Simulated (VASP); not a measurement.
# BaBe3 (I4/mmm) in VASP: relaxation of cell and atoms with r2SCAN

Aim: the relaxation of cell and atoms of BaBe3 with r2SCAN.

All numbers are computed with VASP 6.6.1; they aren't measurements. Logs are shortened: lines on timing, memory, paths and dates and some standing lists are left out, and cuts for length are marked.

## (1) The cell of the first run

Symmetry: I4/mmm, No. 139, tetragonal system. Conventional cell: a = 3.787 Å, b = 3.787 Å, c = 8.460 Å, α = 90.00°, β = 90.00°, γ = 90.00°. Ba (site symmetry 4/mmm) has 12 Be at 2.68 to 2.84 Å within 3.5 Å. Within 3.5 Å of Be (site symmetry 4/mmm) lie 4 Ba at 2.68 Å and 8 Be at 2.84 Å. Within 3.5 Å of Be (site symmetry -4m2) lie 8 Be at 2.68 to 2.84 Å and 4 Ba at 2.84 Å.

## (2) Relaxation of cell and atoms, r2SCAN

POSCAR reads:

```
BaBe3
1.0
   -1.8935625827      1.8935625827      4.2297761588
    1.8935625827     -1.8935625827      4.2297761588
    1.8935625827      1.8935625827     -4.2297761588
Ba Be
1 3
Direct
    0.0000000000      0.0000000000      0.0000000000
    0.5000000000      0.5000000000      0.0000000000
    0.2500000000      0.7500000000      0.5000000000
    0.7500000000      0.2500000000      0.5000000000
```

INCAR.step1 reads:

```
SYSTEM = BaBe3
  ALGO = Normal
  EDIFF = 1E-4
  ENCUT = 600
  GGA = PE
  ISMEAR = 0
  LASPH = .True.
  LCHARG = .False.
  LREAL = .False.
  LWAVE = .True.
  NELM = 80
  PREC = Accurate
  SIGMA = 0.1
```

INCAR.step2 reads:

```
SYSTEM = BaBe3
  ALGO = Normal
  EDIFF = 1E-7
  EDIFFG = -0.04
  ENCUT = 600
  IBRION = 2
  ISIF = 3
  ISMEAR = 0
  ISTART = 1
  LASPH = .True.
  LCHARG = .False.
  LMIXTAU = .True.
  LREAL = .False.
  LWAVE = .False.
  METAGGA = R2SCAN
  NELM = 80
  NSW = 90
  PREC = Accurate
  SIGMA = 0.1
```

KPOINTS reads:

```
k-points
0
Gamma
  6 6 6
  0 0 0
```

Potentials or basis: VASP PAW PBE potentials, release 64 (Ba_sv, Be).

On the command line:

```bash
cat potpaw_PBE.64/Ba_sv/POTCAR potpaw_PBE.64/Be/POTCAR > POTCAR
cp INCAR.step1 INCAR
mpirun -np 1 vasp_std > vasp.out
cp INCAR.step2 INCAR
mpirun -np 1 vasp_std > vasp.out
```

OUTCAR:

```text
SYSTEM = BaBe3
   EDIFF = 1E-7
   EDIFFG = -0.04
   ENCUT = 600
   IBRION = 2
   ISIF = 3
   ISMEAR = 0
   ISTART = 1
   LASPH = .True.
   LREAL = .False.
   METAGGA = R2SCAN
   NELM = 80
   NSW = 90
   PREC = Accurate

 ion  position               nearest neighbor table
   1  0.000  0.000  0.000-   2 2.68   2 2.68   2 2.68   2 2.68   4 2.84   3 2.84   4 2.84   3 2.84
                             4 2.84   4 2.84   3 2.84   3 2.84
   2  0.500  0.500  0.000-   1 2.68   1 2.68   1 2.68   1 2.68
   3  0.250  0.750  0.500-   1 2.84   1 2.84   1 2.84   1 2.84
   4  0.750  0.250  0.500-   1 2.84   1 2.84   1 2.84   1 2.84

  LATTYP: Found a body centered tetragonal cell.
 ALAT       =     3.7871251654
 C/A-ratio  =     2.2337662338

  Lattice vectors:

 A1 = (  -1.8935625827,   1.8935625827,   4.2297761588)
 A2 = (   1.8935625827,  -1.8935625827,   4.2297761588)
 A3 = (   1.8935625827,   1.8935625827,  -4.2297761588)

Analysis of symmetry for initial positions (statically):
=====================================================================
 Subroutine PRICEL returns:
 Original cell was already a primitive cell.

 Routine SETGRP: Setting up the symmetry group for a
 body centered tetragonal supercell.

 Subroutine GETGRP returns: Found 16 space group operations
 (whereof 16 operations were pure point group operations)
 out of a pool of 16 trial point group operations.

The static configuration has the point symmetry D_4h.

Analysis of symmetry for dynamics (positions and initial velocities):
=====================================================================
 Subroutine PRICEL returns:
 Original cell was already a primitive cell.

 Routine SETGRP: Setting up the symmetry group for a
 body centered tetragonal supercell.

 Subroutine GETGRP returns: Found 16 space group operations
 (whereof 16 operations were pure point group operations)
 out of a pool of 16 trial point group operations.

The dynamic configuration has the point symmetry D_4h.

 Subroutine INISYM returns: Found 16 space group operations
 (whereof 16 operations are pure point group operations),
 and found     1 'primitive' translations

----------------------------------------------------------------------------------------

                                     Primitive cell

  volume of cell :      60.6648

  direct lattice vectors                    reciprocal lattice vectors
    -1.893562583  1.893562583  4.229776159     0.000000000  0.264052535  0.118209565
     1.893562583 -1.893562583  4.229776159     0.264052535  0.000000000  0.118209565
     1.893562583  1.893562583 -4.229776159     0.264052535  0.264052535  0.000000000

  length of vectors
     5.006212627  5.006212627  5.006212627     0.289304757  0.289304757  0.373426676

  position of ions in fractional coordinates (direct lattice)
     0.000000000  0.000000000  0.000000000
     0.500000000  0.500000000  0.000000000
     0.250000000  0.750000000  0.500000000
     0.750000000  0.250000000  0.500000000

  ion indices of the primitive-cell ions
   primitive index   ion index
                 1           1
                 2           2
                 3           3
                 4           4

----------------------------------------------------------------------------------------

 KPOINTS: k-points

Automatic generation of k-mesh.
 Grid dimensions read from file:
 generate k-points for:    6    6    6

 Generating k-lattice:

  Cartesian coordinates                     Fractional coordinates (reciprocal lattice)
     0.000000000  0.044008756  0.019701594     0.166666667 -0.000000000  0.000000000
     0.044008756  0.000000000  0.019701594    -0.000000000  0.166666667  0.000000000
     0.044008756  0.044008756  0.000000000     0.000000000  0.000000000  0.166666667

  Length of vectors
     0.048217460  0.048217460  0.062237779

  Shift w.r.t. Gamma in fractional coordinates (k-lattice)
     0.000000000  0.000000000  0.000000000

 Subroutine IBZKPT returns following result:
 ===========================================

 Found     30 irreducible k-points:

 Following reciprocal coordinates:
            Coordinates               Weight
  0.000000  0.000000  0.000000      1.000000
  0.166667  0.000000  0.000000      8.000000
  0.333333  0.000000 -0.000000      8.000000
  0.500000  0.000000 -0.000000      4.000000
  0.166667  0.166667 -0.000000      8.000000
  0.333333  0.166667 -0.000000     16.000000
[... 16 lines left out ...]
 -0.333333 -0.333333  0.166667      8.000000
 -0.166667 -0.333333  0.166667      8.000000
 [... further k-points ...]
   k-points           NKPTS =     30   k-points in BZ     NKDIM =     30   number of bands    NBANDS=     12
   number of dos      NEDOS =    301   number of ions     NIONS =      4
   total plane-waves  NPLWV =  64000
   dimension x,y,z NGX =    40 NGY =   40 NGZ =   40
   dimension x,y,z NGXF=    80 NGYF=   80 NGZF=   80
   ions per type =               1   3
   NGX,Y,Z   is equivalent  to a cutoff of  13.28, 13.28, 13.28 a.u.
   NGXF,Y,Z  is equivalent  to a cutoff of  26.57, 26.57, 26.57 a.u.
 SYSTEM =  BaBe3
   PREC   = accura    normal or accurate (medium, high low for compatibility)
   ISTART =      1    job   : 0-new  1-cont  2-samecut
   ICHARG =      0    charge: 1-file 2-atom 10-const
   ISPIN  =      1    spin polarized calculation?
   LNONCOLLINEAR =      F non collinear calculations
   LSORBIT =      F    spin-orbit coupling
   LASPH  =      T    aspherical Exc in radial PAW
   ENCUT  =  600.0 eV  44.10 Ry    6.64 a.u.  10.00 10.00 10.00*2*pi/ulx,y,z
   NELM   =     80;   NELMIN=  2; NELMDL=  0     # of ELM steps
   EDIFF  = 0.1E-06   stopping-criterion for ELM
   LREAL  =      F    real-space projection
   EDIFFG = -.4E-01   stopping-criterion for IOM
   NSW    =     90    number of steps for IOM
   IBRION =      2    ionic relax: 0-MD 1-quasi-New 2-CG
   NFREE  =      1    steps in history (QN), initial steepest desc. (CG)
   ISIF   =      3    stress and relaxation
   ISYM   =      2    0-nonsym 1-usesym 2-fastsym
   POTIM  = 0.5000    time-step for ionic-motion
   TEBEG  =    0.0;   TEEND  =   0.0 temperature during run
   PSTRESS=    0.0 pullay stress
   NELECT =      16.0000    total number of electrons
   NUPDOWN=      -1.0000    fix difference up-down
   EMIN   =  10.00;   EMAX   =-10.00  energy-range for DOS
   EFERMI =   0.00;   METHOD = LEGACY
   ISMEAR =     0;   SIGMA  =   0.10  broadening in eV -4-tet -1-fermi 0-gaus
   EFERMI_NEDOS =   21; number of points for ismear=-14 and -15
   IALGO  =     38    algorithm
   IMIX   =      4    mixing-type and parameters
     AMIX     =   0.40;   BMIX     =  1.00
     AMIX_MAG =   1.60;   BMIX_MAG =  1.00
  volume/ion in A,a.u.               =      15.17       102.35
  Fermi-wavevector in a.u.,A,eV,Ry     =   1.049871  1.983968 14.996737  1.102229
  Thomas-Fermi vector in A             =   2.184851
   LORBIT       =      0    0 simple, 1 ext, 2 COOP (PROOUT), +10 PAW based schemes
   METAGGA = R2SCAN    functional components
   LHFCALC =     F    Hartree Fock is set to
   AEXX    =    0.0000 exact exchange contribution
   IVDW    =     0    specifies the selected vdW correction
   LEPSILON=     F    determine dielectric tensor
   LRPA    =     F    only Hartree local field effects (RPA)
 conjugate gradient relaxation of ions
 non-spin polarized calculation
 Gauss-broadening in eV      SIGMA  =   0.10
  energy-cutoff  :      600.00
  volume of cell :       60.66
 maximum number of plane-waves:      2056
   NGX = 19   NGY = 19   NGZ = 19

--------------------------------------- Ionic step        1  -------------------------------------------

 number of electron      15.9999999 magnetization

 Free energy of the ion-electron system (eV)
  ---------------------------------------------------
  ext. energy  EPLUGINS =         0.00000000
  ---------------------------------------------------
  free energy    TOTEN  =       -33.05755954 eV

  energy without entropy =      -33.04532843  energy(sigma->0) =      -33.05144399

 E-fermi :   4.6460     XC(G=0): -10.7671

 val. band max:        4.6229436827   @ k =  -0.3333   0.3333   0.3333
 cond. band min:       4.6600445676   @ k =   0.1667   0.1667  -0.0000
 fundamental gap:      0.0371008849
 Fermi energy:         4.6459707682

 k-point     1 :       0.0000    0.0000    0.0000
  band No.  band energies     occupation
      1     -23.3227      2.00000
      2      -8.6492      2.00000
      3      -7.9949      2.00000
      4      -7.9949      2.00000
      5      -2.3882      2.00000
      6       3.2876      2.00000
      7       3.7640      2.00000
      8       4.1002      2.00000
      9       4.1002      2.00000
     10       4.2298      2.00000
     11       8.3515      0.00000
     12       8.6836      0.00000
[... 452 lines left out ...]
  FREE ENERGIE OF THE ION-ELECTRON SYSTEM (eV)
  ---------------------------------------------------
  free  energy   TOTEN  =       -34.5825703984 eV

  energy  without entropy=      -34.5661452447  energy(sigma->0) =      -34.57435782

[... ionic steps 4 to 7 ...]

--------------------------------------- Ionic step        8  -------------------------------------------

 number of electron      16.0000000 magnetization

------------------------ aborting loop because EDIFF is reached ----------------------------------------

  FORCE on cell =-STRESS in cart. coord.  units (eV):
  Direction    XX          YY          ZZ          XY          YZ          ZX
  --------------------------------------------------------------------------------------
  -------------------------------------------------------------------------------------
  Total       -1.1735236     -1.1735236     -1.0841638      0.0000000     -0.0000000      0.0000000
  in kB      -22.9572901    -22.9572901    -21.2091703      0.0000000     -0.0000000      0.0000000
  external PRESSURE =     -22.3745835 kB  Pullay stress =       0.0000000 kB
[... 430 lines left out ...]
  energy  without entropy=      -35.2735766604  energy(sigma->0) =      -35.27828000

--------------------------------------- Ionic step       10  -------------------------------------------

 number of electron      16.0000000 magnetization

 Free energy of the ion-electron system (eV)
  ---------------------------------------------------
  ext. energy  EPLUGINS =         0.00000000
  ---------------------------------------------------
  free energy    TOTEN  =       -35.31449388 eV

  energy without entropy =      -35.30454882  energy(sigma->0) =      -35.30952135

 E-fermi :   2.7411     XC(G=0):  -9.7828

 val. band max:        2.7371020006   @ k =  -0.1667  -0.1667   0.1667
 cond. band min:       2.7764717328   @ k =  -0.3333   0.5000   0.3333
 fundamental gap:      0.0393697321
 Fermi energy:         2.7410787021

 k-point     1 :       0.0000    0.0000    0.0000
  band No.  band energies     occupation
      1     -24.6319      2.00000
      2      -9.5750      2.00000
      3      -9.5748      2.00000
      4      -9.5748      2.00000
      5      -3.3600      2.00000
      6       2.1426      2.00000
      7       2.1470      2.00000
      8       2.1470      2.00000
      9       4.4186      0.00000
     10       4.7487      0.00000
     11       4.7487      0.00000
     12       4.8217      0.00000
[... 376 lines left out ...]
  FREE ENERGIE OF THE ION-ELECTRON SYSTEM (eV)
  ---------------------------------------------------
  free  energy   TOTEN  =       -35.3144938796 eV

  energy  without entropy=      -35.3045488230  energy(sigma->0) =      -35.30952135

 reached required accuracy - stopping structural energy minimisation
```

Wall time 17 min (1 thread of AMD EPYC 9R45 (Zen 5), shared host); peak memory 0.25 GiB.

Results:

```
Free energy                           : -35.3145 eV
Relaxed volume                        : 19.20 Å³/atom
Relaxed cell                          : a = 4.765 Å, b = 4.765 Å, c = 4.765 Å, α = 119.75°, β = 119.75°, γ = 90.43°
Space group after relaxing (to 0.1 Å) : Fm-3m (No. 225)
Energy gained by relaxing             : 564.2 meV/atom
Ionic steps                           : 10
Pressure after relaxing               : 0.2 GPa
Band gap on the k mesh                : zero (bands 8 and 9 overlap by 0.40 eV)
```

Step by step:
```tsv
step	energy change (eV)	largest force (eV/Å)	pressure (GPa)	volume (Å³)
1	0.0000	0.0000	14.83	60.66
2	-1.1795	0.0000	3.40	73.64
3	-1.5250	0.0000	-2.76	87.19
4	-1.5282	0.0000	-3.17	88.67
5	-1.9437	0.0000	-3.39	86.41
6	-2.1480	0.0000	-3.05	84.25
7	-2.1763	0.0000	-0.66	78.65
8	-2.2223	0.0000	-2.24	81.90
9	-2.2254	0.0000	-2.11	81.59
10	-2.2569	0.0000	0.18	76.78
```

Final structure:
```yaml
crystal:
  lattice:
    - [-2.39135, 2.39135, 3.35668]
    - [2.39135, -2.39135, 3.35668]
    - [2.39135, 2.39135, -3.35668]
  atoms:
    - { symbol: Ba, position: [0.00000, 0.00000, 0.00000] }
    - { symbol: Be, position: [0.50000, 0.50000, 0.00000] }
    - { symbol: Be, position: [0.25000, 0.75000, 0.50000] }
    - { symbol: Be, position: [0.75000, 0.25000, 0.50000] }
```

Caveat: the volume moved by over 15 % at a fixed basis, so the end points are rough; the PAW data sets were made with another functional, which shifts forces and pressure a little; spin-orbit coupling is left out, which moves the levels of the heavy elements.

The gap in the log of VASP goes by the Fermi energy; the results here count the filled bands.